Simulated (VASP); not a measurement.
A run of VASP 6.6.1 is set up as follows.

INCAR

```
SYSTEM = H3CSNO
PREC = Accurate
ENCUT = 520
EDIFF = 1E-6
ISMEAR = -1
SIGMA = 0.05
LREAL = Auto
LASPH = .TRUE.
NELM = 60
ALGO = Normal
ISIF = 2
LWAVE = .FALSE.
LCHARG = .FALSE.
GGA = PE
IVDW = 12
IBRION = 2
NSW = 35
EDIFFG = -0.3
```

File KPOINTS:

```
Automatic mesh
0
G
  1 1 1
  0 0 0
```

The input POSCAR:

```
H3CSNO
1.0
    7.8729940000      0.0000000000      0.0000000000
    0.0000000000      7.8729940000      0.0000000000
    0.0000000000      0.0000000000      7.8729940000
N H O C S
4 12 4 4 4
Direct
    0.9617276000      0.8582400000      0.9126084000
    0.7691459000      0.4077758000      0.6457538000
    0.9482068000      0.4183862000      0.2825030000
    0.3985678000      0.0461489000      0.7780796000
    0.8855077000      0.8940543000      0.8146928000
    1.0830057000      0.8807767000      0.8743551000
    0.9500582000      0.7300154000      0.9227013000
    0.6753906000      0.3850037000      0.7316081000
    0.8795506000      0.3713969000      0.7020296000
    0.7757545000      0.5360584000      0.6323564000
    0.9238598000      0.2939357000      0.3069753000
    0.9947837000      0.4233010000      0.1621451000
    1.0453823000      0.4524019000      0.3604738000
    0.5157495000      0.0106923000      0.7369595000
    0.3423549000      0.1073381000      0.6792081000
    0.4176193000      0.1351068000      0.8697482000
    0.4468408000      0.6785690000      0.5318165000
    0.2592634000      0.7809048000      0.0844611000
    0.8567343000      0.8111602000      0.3404603000
    1.0420255000      0.1684302000      0.8683713000
    0.4474657000      0.5822667000      0.4171789000
    0.4086267000      0.7844758000      0.0747579000
    0.9421323000      0.7560547000      0.4504007000
    0.9105362000      0.2079005000      0.9281121000
    0.4482956000      0.4543840000      0.2649482000
    0.6069707000      0.7892177000      0.0618726000
    1.0555347000      0.6828785000      0.5963937000
    0.7359276000      0.2603142000      1.0074436000
```

Potentials or basis: VASP PAW PBE potentials, release 64 (N, H, O, C, S).

Run with:

```bash
$ cat potpaw_PBE.64/N/POTCAR potpaw_PBE.64/H/POTCAR potpaw_PBE.64/O/POTCAR potpaw_PBE.64/C/POTCAR potpaw_PBE.64/S/POTCAR > POTCAR
$ mpirun -np 1 vasp_gam > vasp.out
```

What does it give for the energy gained by relaxing?

27.3 meV/atom.

Estimate the band gap on the k mesh.

3.50 eV.

Predict the dispersion energy per atom.

-0.056 eV.

Stress tensor (GPa, compression positive):
```
 1.03 -0.05  0.32
-0.05  0.66  0.08
 0.32  0.08  0.81
```

Caveat: the k points lie up to 0.80 Å⁻¹ apart.
